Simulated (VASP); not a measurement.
Runs of VASP 6.6.1 on BN. The structure is that of space group P6_3/mmc (No. 194), or close to it. The cells are those of the table. 

```tsv
task	level	potentials or basis	cell	cutoff (eV)	gap on the mesh (eV)	pressure (GPa)	relaxed volume (Å³/atom)
relaxation of cell and atoms	revPBE	VASP PAW PBE potentials, release 64 (N, B)	relaxed from a = 2.498, b = 2.498, c = 6.636 Å, angles 90.0, 90.0, 120.0°, 4 atoms	600	4.59	0.0	(a)
single point	PBEsol	VASP PAW PBE potentials, release 64 (N, B)	a = 2.487, b = 2.487, c = 5.684 Å, angles 90.0, 90.0, 120.0°, 4 atoms	520	(b)	(c)	-
single point	r2SCAN+D4	VASP PAW PBE potentials, release 64 (N, B)	a = 2.447, b = 2.447, c = 6.500 Å, angles 90.0, 90.0, 120.0°, 4 atoms	520	4.96	17.9	-
single point	PBEsol	VASP PAW PBE potentials, release 64 (N, B)	a = 2.495, b = 2.495, c = 6.031 Å, angles 90.0, 90.0, 120.0°, 4 atoms	520	3.99	5.4	-
single point	PBEsol	VASP PAW PBE potentials, release 64 (N, B)	a = 2.481, b = 2.481, c = 6.591 Å, angles 90.0, 90.0, 120.0°, 4 atoms	520	4.20	7.7	-
relaxation of cell and atoms	PBEsol	VASP PAW PBE potentials, release 64 (N, B)	relaxed to 5 GPa from a = 2.498, b = 2.498, c = 6.636 Å, angles 90.0, 90.0, 120.0°, 4 atoms	600	3.99	5.0	-
single point	PBEsol	VASP PAW PBE potentials, release 64 (N, B)	a = 2.504, b = 2.504, c = 7.008 Å, angles 90.0, 90.0, 120.0°, 4 atoms	520	4.26	0.3	-
relaxation of cell and atoms	RPBE	VASP PAW PBE potentials, release 64 (N, B)	relaxed from a = 2.498, b = 2.498, c = 6.636 Å, angles 90.0, 90.0, 120.0°, 4 atoms	600	4.59	-0.1	11.01
single point	LDA	VASP PAW LDA potentials, release 64 (N, B)	a = 2.447, b = 2.447, c = 6.500 Å, angles 90.0, 90.0, 120.0°, 4 atoms	520	4.14	14.2	-
single point	PBE	VASP PAW PBE potentials, release 64 (N, B)	a = 2.498, b = 2.498, c = 6.636 Å, angles 90.0, 90.0, 120.0°, 4 atoms	520	4.22	5.4	-
single point	r2SCAN	VASP PAW PBE potentials, release 64 (N, B)	a = 2.498, b = 2.498, c = 6.636 Å, angles 90.0, 90.0, 120.0°, 4 atoms	520	4.89	1.5	-
single point	r2SCAN+D4	VASP PAW PBE potentials, release 64 (N, B)	a = 2.531, b = 2.531, c = 6.723 Å, angles 90.0, 90.0, 120.0°, 4 atoms	520	4.83	-8.7	-
```

Alike in all rows: no spin polarisation; k mesh 12 × 12 × 4; smearing fermi-dirac 0.05 eV.

Estimate the missing entries.

(a) 10.97; (b) 3.97; (c) 10.4.

Caveats: the PAW data sets were made with another functional, which shifts forces and pressure a little (some runs); this functional lacks dispersion, which binds the layers, so the pressure and a relaxed spacing across them are unreliable (some runs); the volume moved by over 15 % at a fixed basis, so the end points are rough (some runs); the volume moved by +22 % from the deposited cell, more than functionals usually miss (some runs); the cell is relaxed towards a set pressure, so the enthalpy falls and the energy may rise (some runs); the volume moved by +23 % from the deposited cell, more than functionals usually miss (some runs); forces of over 1 eV/Å act on the atoms, so gaps and moduli don't describe the material at rest (some runs).

A k mesh can miss the band edges.
